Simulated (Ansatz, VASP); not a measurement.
**One calculation of PtSe2, two programs**

```
Pt Se
1.0
     3.71731    0.00000    0.00000
    -1.85865    3.21928    0.00000
     0.00000    0.00000    5.82007
Pt Se
1 2
Direct
  0.00000 0.00000 0.00000
  0.66667 0.33333 0.77461
  0.33333 0.66667 0.22539
```

Alike in both runs: task relaxation of cell and atoms; functional r2SCAN; k mesh 12 × 12 × 6; occupations gaussian, width 0.02 eV; no spin polarisation.

|  | VASP | Ansatz |
| --- | --- | --- |
| version | VASP 6.6.1 | Ansatz 0.2.0 |
| potentials or method | VASP PAW PBE potentials, release 64 (Pt, Se), cutoff 600 eV | scalar-relativistic, plane waves, PAW |
| valence electrons in the cell | 22 | 50 |

```csv
,VASP,Ansatz,Ansatz less VASP
"gap on the k mesh at the Fermi level, each at its own relaxed structure (eV)",0.57,0.58,+0.016
relaxed volume (Å³/atom),23.23,23.23,0.000
relaxed length of the cell vector where the two differ most in proportion (Å),5.820,5.822,+0.0016
```

VASP's potentials were made for PBE, not for r2SCAN. VASP's potentials hold 22 valence electrons a cell and Ansatz's 50, so a difference there can come from the potentials and not from the codes.

Neither program's run includes spin-orbit coupling.
